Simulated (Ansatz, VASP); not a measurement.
**Two plane-wave programs on Nb**

```
CELL_PARAMETERS angstrom
0.00000 2.92854 2.92854
2.92854 0.00000 2.92854
2.92854 2.92854 0.00000
ATOMIC_POSITIONS crystal
Nb 0.00000 0.00000 0.00000
Nb 0.25000 0.25000 0.25000
```

Alike in both runs: task relaxation of cell and atoms; functional r2SCAN; k mesh 16 × 16 × 16; occupations gaussian, width 0.1 eV; no spin polarisation.

|  | VASP | Ansatz |
| --- | --- | --- |
| version | VASP 6.6.1 | Ansatz 0.2.0 |
| potentials or method | VASP PAW PBE potentials, release 64 (Nb_sv), cutoff 600 eV | scalar-relativistic, plane waves, PAW |
| valence electrons in the cell | 26 | 26 |

|  | VASP | Ansatz | Ansatz less VASP |
| --- | --- | --- | --- |
| gap on the k mesh at the Fermi level, each at its own relaxed structure (eV) | none | none | - |
| relaxed volume (Å³/atom) | 25.08 | 25.04 | -0.034 |
| relaxed length of the cell vector where the two differ most in proportion (Å) | 4.139 | 4.138 | -0.0019 |

VASP's potentials were made for PBE, not for r2SCAN. A gap of «none» marks a metal or a gap that the smearing closes.
